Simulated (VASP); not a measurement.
Write the native input for VASP 6.6.1 that does the following.

* Task: single point
* Functional: PBE
* Potentials or basis: VASP PAW PBE potentials, release 64 (Mg, I)
* Cutoff: 520 eV
* k mesh: 6 × 6 × 4
* Occupations: gaussian, width 0.05 eV
* Spin: no spin polarisation
* Dipole correction: no
* Further INCAR settings: ALGO = Normal; EDIFF = 1e-06; NBANDS = 15

The structure of MgI2 lies in POSCAR:

```
MgI2
1.0
    4.2950988506      0.0000000000      0.0000000000
   -2.1475494253      3.7196647164      0.0000000000
    0.0000000000      0.0000000000      7.9749240755
Mg I
1 2
Direct
    0.0000000000      0.0000000000      0.0000000000
    0.3333333333      0.6666666667      0.8012283115
    0.6666666667      0.3333333333      0.1987716885
```

These files were run (other wordings do the same):

INCAR

```
ALGO = Normal ; EDIFF = 1E-6
ENCUT = 520 ; GGA = PE
ISIF = 2 ; ISMEAR = 0
LASPH = T ; LCHARG = F
LREAL = F ; LWAVE = F
NBANDS = 15 ; NELM = 100
PREC = Accurate ; SIGMA = 0.05
```

KPOINTS

```
k-points
0
Gamma
  6 6 4
```

Potentials or basis: VASP PAW PBE potentials, release 64 (Mg, I).

Launch:

```console
$ cat potpaw_PBE.64/Mg/POTCAR potpaw_PBE.64/I/POTCAR > POTCAR
$ mpirun -np 1 vasp_std > vasp.out
```

Results of the run:

The pressure is 0.1 GPa. The largest force is 0.263 eV/Å and the band gap on the k mesh is 3.73 eV, indirect (least direct gap 3.79 eV).

Caveat: spin-orbit coupling is left out, which moves the levels of the heavy elements; this functional lacks dispersion, which binds the layers, so the pressure and a relaxed spacing across them are unreliable.

Wall time 20 s on 1 thread of AMD EPYC 9R45 96-Core Processor (Zen 5), on a shared host, peak memory 0.22 GiB.
